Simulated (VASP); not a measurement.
Here is a VASP 6.6.1 calculation.

File INCAR:

```
SYSTEM = Nb
ALGO = Fast ; EDIFF = 1E-6
ENCUT = 520 ; GGA = PE
ISIF = 2 ; ISMEAR = 0
LASPH = .True. ; LCHARG = .True.
LELF = .True. ; LREAL = .False.
LVHAR = .True. ; LWAVE = .False.
NBANDS = 12 ; NELM = 60
PREC = Accurate ; SIGMA = 0.15
```

File KPOINTS:

```
k-points
0
Gamma
  22 22 22
  0 0 0
```

File POSCAR:

```
Nb
1.0
   -1.7108463054      1.7108463054      1.5739786010
    1.7108463054     -1.7108463054      1.5739786010
    1.7108463054      1.7108463054     -1.5739786010
Nb
1
Direct
    0.0000000000      0.0000000000      0.0000000000
```

Potentials or basis: VASP PAW PBE potentials, release 64 (Nb_sv).

The run is started by

```sh
$ cat potpaw_PBE.64/Nb_sv/POTCAR > POTCAR
$ mpirun -np 1 vasp_std > vasp.out
```

Question: What does it give for the band gap on the k mesh?

Answer: Zero (an odd number of electrons rules out a gap without spin polarisation).

Question: Estimate the pressure.

Answer: -2.5 GPa.

Stress tensor (GPa, compression positive):
```
-4.94  0.00  0.00
 0.00 -4.94  0.00
 0.00  0.00  2.43
```
